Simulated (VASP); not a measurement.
## KI: single point with PBE

KI:

```
K I
1.0
     0.00000    3.95699    3.95699
     3.95699    0.00000    3.95699
     3.95699    3.95699    0.00000
K I
1 1
Cartesian
  0.0000 0.0000 0.0000
  1.9785 1.9785 1.9785
```

This cell differs from its parent crystal: volume changed by -3%.

```json
{
  "Program": "VASP 6.6.1",
  "Task": "single point",
  "Functional": "PBE",
  "Potentials or basis": "VASP PAW PBE potentials, release 64 (K_sv, I)",
  "Cutoff": "520 eV",
  "k mesh": "4 × 4 × 4",
  "Occupations": "gaussian, width 0.01 eV",
  "Spin": "no spin polarisation"
}
```

```json
{
 "Pressure": "0.2 GPa",
 "Band gap on the k mesh": "3.94 eV, direct"
}
```

Levels at points of the mesh, in eV from the valence-band top:
```
           k point  band 4  band 5  band 6  band 7  band 8  band 9  band 10  band 11  band 12  band 13
(0.00, 0.00, 0.00)  -11.94  -10.02    0.00    0.00    0.00    3.94     7.55     7.55     8.18     8.18
(0.50, 0.00, 0.00)  -11.95   -9.92   -0.47   -0.01   -0.01    5.68     6.52     7.13     7.13     8.47
(0.50, 0.50, 0.00)  -11.95   -9.88   -0.49   -0.06   -0.06    5.29     6.26     7.95     8.37     8.37
```

Run time: 13 s on 1 thread of AMD EPYC 9R45 96-Core Processor (Zen 5), with other jobs on the host, peak memory 0.22 GiB.

Caveat: spin-orbit coupling is left out, which moves the levels of the heavy elements.
